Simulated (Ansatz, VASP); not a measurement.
# CdSe in VASP and in Ansatz

Contents of INCAR:

```
PREC     = Accurate       # precision mode
ENCUT    = 500            # plane-wave cutoff, eV
EDIFF    = 1E-6           # SCF threshold, eV
ISMEAR   = 0              # smearing method
SIGMA    = 0.011          # smearing width, eV
LREAL    = F              # projectors in reciprocal space
LASPH    = T              # aspherical terms in the spheres
NELM     = 120            # most SCF steps
ALGO     = Normal         # electronic algorithm
ISIF     = 2              # what is computed and relaxed
LWAVE    = F              # write WAVECAR
LCHARG   = T              # write CHGCAR
GGA      = PE             # functional
LELF     = T              # ELF
LVHAR    = T            
NBANDS   = 16             # bands
GGA_COMPAT= F
```

File KPOINTS:

```
Automatic mesh
0
Gamma
  8 8 8
```

File POSCAR:

```
CdSe
1.0
    3.5568600000      0.0000000000      0.0000000000
    0.0000000000      3.5568600000      0.0000000000
    0.0000000000      0.0000000000      3.5568600000
Cd Se
1 1
Direct
    0.5000000000      0.5000000000      0.5000000000
    0.0000000000      0.0000000000      0.0000000000
```

File input.yaml:

```yaml
crystal:
  lattice:
    - [3.55686, 0.0, 0.0]
    - [0.0, 3.55686, 0.0]
    - [0.0, 0.0, 3.55686]
  atoms:
    - { symbol: Cd, position: [0.5, 0.5, 0.5] }
    - { symbol: Se, position: [0.0, 0.0, 0.0] }
hamiltonian:
  xc: pbe
  pseudopotentials: { kind: paw }
kpoints:
  mp_grid: { grid: [8, 8, 8] }
scf:
  occupations: { method: gaussian, width: 0.011 }
output:
  forces: true
  stress: true
  eigenvalues: true
```

Alike in both runs: task single point; functional PBE; k mesh 8 × 8 × 8; occupations gaussian, width 0.011 eV; no spin polarisation.

|  | VASP | Ansatz |
| --- | --- | --- |
| version | VASP 6.6.1 | Ansatz 0.2.0 |
| potentials or method | VASP PAW PBE potentials, release 64 (Cd, Se) | Ansatz PAW |
| plane-wave cutoff (eV) | 500 | 420 |
| valence electrons in the cell | 18 | 36 |

```csv
,VASP,Ansatz,Ansatz less VASP
gap on the k mesh at the Fermi level (eV),none,none,-
pressure (GPa),0.3,0.0,-0.26
```

A gap of «none» marks a metal or a gap that the smearing closes. The functional is the same, so the differences come from potentials, cutoffs and numerics. VASP's potentials hold 18 valence electrons a cell and Ansatz's 36, so a difference there can come from the potentials and not from the codes.
